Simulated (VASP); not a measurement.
# Sr (Im-3m) in VASP: notebook

Sr is run at these levels: PBEsol; tasks: single point.

Program: VASP 6.6.1. These are calculated values, not measurements. Logs are shortened: lines on timing, memory, paths and dates and some standing lists are left out, and cuts for length are marked.

### 1 The cell of the first run

Symmetry: Im-3m, No. 229, cubic system. The conventional cell has a = 4.837 Å, b = 4.837 Å, c = 4.837 Å, α = 90.00°, β = 90.00°, γ = 90.00°. Sr (site symmetry m-3m) has 14 Sr at 4.19 to 4.84 Å within 5.5 Å.

### 2 Single point, PBEsol

The input, INCAR:

```
PREC = Accurate
ENCUT = 520
EDIFF = 1E-6
ISMEAR = -1
SIGMA = 0.05
LREAL = F
LASPH = T
NELM = 80
ALGO = Normal
ISIF = 2
LWAVE = F
LCHARG = F
GGA = PS
NBANDS = 11
```

The input, KPOINTS:

```
regular mesh
0
Gamma
  7 7 7
```

The input, POSCAR:

```
Sr
1.0
   -2.4186572257      2.4186572257      2.4186572257
    2.4186572257     -2.4186572257      2.4186572257
    2.4186572257      2.4186572257     -2.4186572257
Sr
1
Direct
    0.0000000000      0.0000000000      0.0000000000
```

Potentials or basis: VASP PAW PBE potentials, release 64 (Sr_sv).

On the command line:

```
> cat potpaw_PBE.64/Sr_sv/POTCAR > POTCAR
> mpirun -np 1 vasp_std > vasp.out
```

OUTCAR:

```text
PREC = Accurate
   ENCUT = 520
   EDIFF = 1E-6
   ISMEAR = -1
   LREAL = F
   LASPH = T
   NELM = 80
   ISIF = 2
   GGA = PS

 ion  position               nearest neighbor table
   1  0.000  0.000  0.000-

  LATTYP: Found a body centered cubic cell.
 ALAT       =     4.8373144514

  Lattice vectors:

 A1 = (  -2.4186572257,   2.4186572257,   2.4186572257)
 A2 = (   2.4186572257,  -2.4186572257,   2.4186572257)
 A3 = (   2.4186572257,   2.4186572257,  -2.4186572257)

Analysis of symmetry for initial positions (statically):
=====================================================================
 Subroutine PRICEL returns:
 Original cell was already a primitive cell.

 Routine SETGRP: Setting up the symmetry group for a
 body centered cubic supercell.

 Subroutine GETGRP returns: Found 48 space group operations
 (whereof 48 operations were pure point group operations)
 out of a pool of 48 trial point group operations.

The static configuration has the point symmetry O_h .

Analysis of symmetry for dynamics (positions and initial velocities):
=====================================================================
 Subroutine PRICEL returns:
 Original cell was already a primitive cell.

 Routine SETGRP: Setting up the symmetry group for a
 body centered cubic supercell.

 Subroutine GETGRP returns: Found 48 space group operations
 (whereof 48 operations were pure point group operations)
 out of a pool of 48 trial point group operations.

The dynamic configuration has the point symmetry O_h .

 Subroutine INISYM returns: Found 48 space group operations
 (whereof 48 operations are pure point group operations),
 and found     1 'primitive' translations

----------------------------------------------------------------------------------------

                                     Primitive cell

  volume of cell :      56.5956

  direct lattice vectors                    reciprocal lattice vectors
    -2.418657226  2.418657226  2.418657226     0.000000000  0.206726276  0.206726276
     2.418657226 -2.418657226  2.418657226     0.206726276  0.000000000  0.206726276
     2.418657226  2.418657226 -2.418657226     0.206726276  0.206726276  0.000000000

  length of vectors
     4.189237201  4.189237201  4.189237201     0.292355103  0.292355103  0.292355103

  position of ions in fractional coordinates (direct lattice)
     0.000000000  0.000000000  0.000000000

  ion indices of the primitive-cell ions
   primitive index   ion index
                 1           1

----------------------------------------------------------------------------------------

 KPOINTS: regular mesh

Automatic generation of k-mesh.
 Grid dimensions read from file:
 generate k-points for:    7    7    7

 Generating k-lattice:

  Cartesian coordinates                     Fractional coordinates (reciprocal lattice)
     0.000000000  0.029532325  0.029532325     0.142857143  0.000000000  0.000000000
     0.029532325  0.000000000  0.029532325     0.000000000  0.142857143  0.000000000
     0.029532325  0.029532325  0.000000000     0.000000000  0.000000000  0.142857143

  Length of vectors
     0.041765015  0.041765015  0.041765015

  Shift w.r.t. Gamma in fractional coordinates (k-lattice)
     0.000000000  0.000000000  0.000000000

 Subroutine IBZKPT returns following result:
 ===========================================

 Found     20 irreducible k-points:

 Following reciprocal coordinates:
            Coordinates               Weight
  0.000000  0.000000  0.000000      1.000000
  0.142857  0.000000  0.000000     12.000000
  0.285714  0.000000  0.000000     12.000000
  0.428571  0.000000  0.000000     12.000000
  0.142857  0.142857  0.000000     24.000000
  0.285714  0.142857  0.000000     48.000000
[... 12 lines left out ...]
 -0.428571 -0.428571  0.285714      8.000000
 -0.428571  0.428571  0.428571      6.000000
   k-points           NKPTS =     20   k-points in BZ     NKDIM =     20   number of bands    NBANDS=     11
   number of dos      NEDOS =    301   number of ions     NIONS =      1
   total plane-waves  NPLWV =  32768
   dimension x,y,z NGX =    32 NGY =   32 NGZ =   32
   dimension x,y,z NGXF=    64 NGYF=   64 NGZF=   64
   ions per type =               1
   NGX,Y,Z   is equivalent  to a cutoff of  12.70, 12.70, 12.70 a.u.
   NGXF,Y,Z  is equivalent  to a cutoff of  25.40, 25.40, 25.40 a.u.
 SYSTEM =  unknown system
   PREC   = accura    normal or accurate (medium, high low for compatibility)
   ISTART =      0    job   : 0-new  1-cont  2-samecut
   ICHARG =      2    charge: 1-file 2-atom 10-const
   ISPIN  =      1    spin polarized calculation?
   LNONCOLLINEAR =      F non collinear calculations
   LSORBIT =      F    spin-orbit coupling
   LASPH  =      T    aspherical Exc in radial PAW
   ENCUT  =  520.0 eV  38.22 Ry    6.18 a.u.   7.79  7.79  7.79*2*pi/ulx,y,z
   NELM   =     80;   NELMIN=  2; NELMDL= -5     # of ELM steps
   EDIFF  = 0.1E-05   stopping-criterion for ELM
   LREAL  =      F    real-space projection
   EDIFFG = 0.1E-04   stopping-criterion for IOM
   NSW    =      0    number of steps for IOM
   IBRION =     -1    ionic relax: 0-MD 1-quasi-New 2-CG
   NFREE  =      0    steps in history (QN), initial steepest desc. (CG)
   ISIF   =      2    stress and relaxation
   ISYM   =      2    0-nonsym 1-usesym 2-fastsym
   POTIM  = 0.5000    time-step for ionic-motion
   TEBEG  =    0.0;   TEEND  =   0.0 temperature during run
   PSTRESS=    0.0 pullay stress
   NELECT =      10.0000    total number of electrons
   NUPDOWN=      -1.0000    fix difference up-down
   EMIN   =  10.00;   EMAX   =-10.00  energy-range for DOS
   EFERMI =   0.00;   METHOD = LEGACY
   ISMEAR =    -1;   SIGMA  =   0.05  broadening in eV -4-tet -1-fermi 0-gaus
   EFERMI_NEDOS =   21; number of points for ismear=-14 and -15
   IALGO  =     38    algorithm
   IMIX   =      4    mixing-type and parameters
     AMIX     =   0.40;   BMIX     =  1.00
     AMIX_MAG =   1.60;   BMIX_MAG =  1.00
  volume/ion in A,a.u.               =      56.60       381.93
  Fermi-wavevector in a.u.,A,eV,Ry     =   0.918644  1.735985 11.482046  0.843907
  Thomas-Fermi vector in A             =   2.043749
   LORBIT       =      0    0 simple, 1 ext, 2 COOP (PROOUT), +10 PAW based schemes
   GGA     = PS    functional components
   LHFCALC =     F    Hartree Fock is set to
   AEXX    =    0.0000 exact exchange contribution
   IVDW    =     0    specifies the selected vdW correction
   LEPSILON=     F    determine dielectric tensor
   LRPA    =     F    only Hartree local field effects (RPA)
 non-spin polarized calculation
  energy-cutoff  :      520.00
  volume of cell :       56.60
 maximum number of plane-waves:      1541
   NGX = 15   NGY = 15   NGZ = 15

 number of electron      10.0000000 magnetization

 Free energy of the ion-electron system (eV)
  ---------------------------------------------------
  ext. energy  EPLUGINS =         0.00000000
  ---------------------------------------------------
  free energy    TOTEN  =        -1.82439608 eV

  energy without entropy =       -1.81329927  energy(sigma->0) =       -1.81884767

 E-fermi :   1.4247     XC(G=0):  -7.3417

 val. band max:        1.4202553908   @ k =  -0.4286   0.4286   0.4286
 cond. band min:       1.4328339129   @ k =  -0.4286  -0.4286   0.2857
 fundamental gap:      0.0125785222
 Fermi energy:         1.4247452908

 k-point     1 :       0.0000    0.0000    0.0000
  band No.  band energies     occupation
      1     -35.1916      2.00000
      2     -17.0955      2.00000
      3     -17.0955      2.00000
      4     -17.0955      2.00000
      5      -2.2070      2.00000
      6       3.7274      0.00000
      7       3.7274      0.00000
      8       3.7274      0.00000
      9       5.0324      0.00000
     10       5.0324      0.00000
     11       9.3838      0.00000

 k-point     2 :       0.1429    0.0000    0.0000
  band No.  band energies     occupation
      1     -35.1891      2.00000
      2     -17.1305      2.00000
      3     -17.1071      2.00000
      4     -17.0955      2.00000
      5      -1.8728      2.00000
      6       3.4556      0.00000
      7       3.4637      0.00000
      8       4.0515      0.00000
      9       4.7523      0.00000
     10       5.0264      0.00000
     11       9.6199      0.00000

 k-point     3 :       0.2857    0.0000    0.0000
  band No.  band energies     occupation
      1     -35.1834      2.00000
      2     -17.2076      2.00000
      3     -17.1329      2.00000
      4     -17.0955      2.00000
      5      -0.9657      2.00000
      6       2.5974      0.00000
      7       2.9665      0.00000
      8       4.8373      0.00000
      9       4.9818      0.00000
     10       5.1369      0.00000
     11       8.5833      0.00000

 k-point     4 :       0.4286    0.0000    0.0000
  band No.  band energies     occupation
      1     -35.1789      2.00000
      2     -17.2679      2.00000
      3     -17.1534      2.00000
      4     -17.0954      2.00000
      5       0.1418      2.00000
      6       1.7850      0.00149
      7       2.6490      0.00000
      8       4.8704      0.00000
      9       5.4254      0.00000
     10       6.2998      0.00000
     11       7.2893      0.00000
[... 183 lines left out ...]
 k-point    18 :      -0.4286    0.4286    0.2857
  band No.  band energies     occupation
      1     -35.1724      2.00000
      2     -17.2392      2.00000
      3     -17.1959      2.00000
      4     -17.1769      2.00000
      5       1.0055      1.99954
      6       1.6796      0.01216
      7       3.4722      0.00000
      8       3.6638      0.00000
      9       4.9177      0.00000
     10       6.0383      0.00000
     11       7.3109      0.00000

 k-point    19 :      -0.4286   -0.4286    0.2857
  band No.  band energies     occupation
      1     -35.1705      2.00000
      2     -17.2283      2.00000
      3     -17.2283      2.00000
      4     -17.1826      2.00000
      5       1.4328      0.91929
      6       1.4328      0.91929
      7       3.0746      0.00000
      8       4.7276      0.00000
      9       4.7276      0.00000
     10       6.3950      0.00000
     11       6.9060      0.00000

 k-point    20 :      -0.4286    0.4286    0.4286
  band No.  band energies     occupation
      1     -35.1688      2.00000
      2     -17.2249      2.00000
      3     -17.2191      2.00000
      4     -17.2191      2.00000
      5       1.2682      1.91623
      6       1.4203      1.04487
      7       4.4720      0.00000
      8       4.4938      0.00000
      9       4.4938      0.00000
     10       6.1065      0.00000
     11       6.9006      0.00000

------------------------ aborting loop because EDIFF is reached ----------------------------------------

  FORCE on cell =-STRESS in cart. coord.  units (eV):
  Direction    XX          YY          ZZ          XY          YZ          ZX
  --------------------------------------------------------------------------------------
  -------------------------------------------------------------------------------------
  Total       -0.3796490     -0.3796490     -0.3796490     -0.0000000      0.0000000     -0.0000000
  in kB      -10.7475594    -10.7475594    -10.7475594     -0.0000000      0.0000000     -0.0000000
  external PRESSURE =     -10.7475594 kB  Pullay stress =       0.0000000 kB

 VOLUME and BASIS-vectors are now :
 -----------------------------------------------------------------------------
  energy-cutoff  :      520.00
  volume of cell :       56.60
      direct lattice vectors                 reciprocal lattice vectors
    -2.418657226  2.418657226  2.418657226     0.000000000  0.206726276  0.206726276
     2.418657226 -2.418657226  2.418657226     0.206726276  0.000000000  0.206726276
     2.418657226  2.418657226 -2.418657226     0.206726276  0.206726276  0.000000000

 POSITION                                       TOTAL-FORCE (eV/Angst)
 -----------------------------------------------------------------------------------
      0.00000      0.00000      0.00000        -0.000000      0.000000     -0.000000
 -----------------------------------------------------------------------------------
    total drift:                               -0.000000      0.000000     -0.000000

  FREE ENERGIE OF THE ION-ELECTRON SYSTEM (eV)
  ---------------------------------------------------
  free  energy   TOTEN  =        -1.8243960762 eV

  energy  without entropy=       -1.8132992723  energy(sigma->0) =       -1.81884767
```

Run time: 4.1 s. Hardware: 1 thread of Intel Xeon 6975P-C (Granite Rapids), shared host; peak memory 0.17 GiB.

Results:

```
Free energy            : -1.8244 eV
Pressure               : -1.1 GPa
Band gap on the k mesh : zero (band 5 reaches 1.67 eV, above the bottom of band 6 at 1.42 eV)
```

Caveat: the PAW data sets were made with another functional, which shifts forces and pressure a little.

[end of part 1 of 3]
